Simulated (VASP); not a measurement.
**NaI: single point with PBE**

The system is NaI.

```
Na I
1.0
     0.00000    3.29642    3.29642
     3.29642    0.00000    3.29642
     3.29642    3.29642    0.00000
Na I
1 1
Cartesian
  0.0000 0.0000 0.0000
  3.2964 3.2964 3.2964
```

This cell differs from its parent crystal: volume scaled by 1.03.

```json
{"Program": "VASP 6.6.1", "Task": "single point", "Functional": "PBE", "Potentials or basis": "VASP PAW PBE potentials, release 64 (Na_pv, I)", "Cutoff": "520 eV", "k mesh": "6 × 6 × 6", "Occupations": "gaussian, width 0.02 eV", "Spin": "no spin polarisation", "Dipole correction": "no", "Further INCAR settings": "ALGO = Normal; EDIFF = 1e-06; NBANDS = 14"}
```

```json
{
 "Pressure": "-0.4 GPa",
 "Band gap on the k mesh": "3.50 eV, direct"
}
```

Levels at points of the mesh, in eV from the valence-band top:
```csv
k point,band 3,band 4,band 5,band 6,band 7,band 8,band 9,band 10,band 11,band 12
"(0.00, 0.00, 0.00)",-22.51,-10.88,0.00,0.00,0.00,3.50,7.92,7.92,7.92,9.65
"(0.50, 0.00, 0.00)",-22.51,-10.62,-1.99,-0.25,-0.25,5.08,7.39,7.39,8.33,10.17
"(0.50, 0.50, 0.00)",-22.51,-10.55,-1.73,-0.67,-0.67,4.45,5.65,9.53,10.97,10.97
```

Wall time 9.6 s on 1 thread of Intel(R) Xeon(R) Platinum 8488C (Sapphire Rapids), on a shared host, peak memory 0.2 GiB.

Caveat: spin-orbit coupling is left out, which moves the levels of the heavy elements.
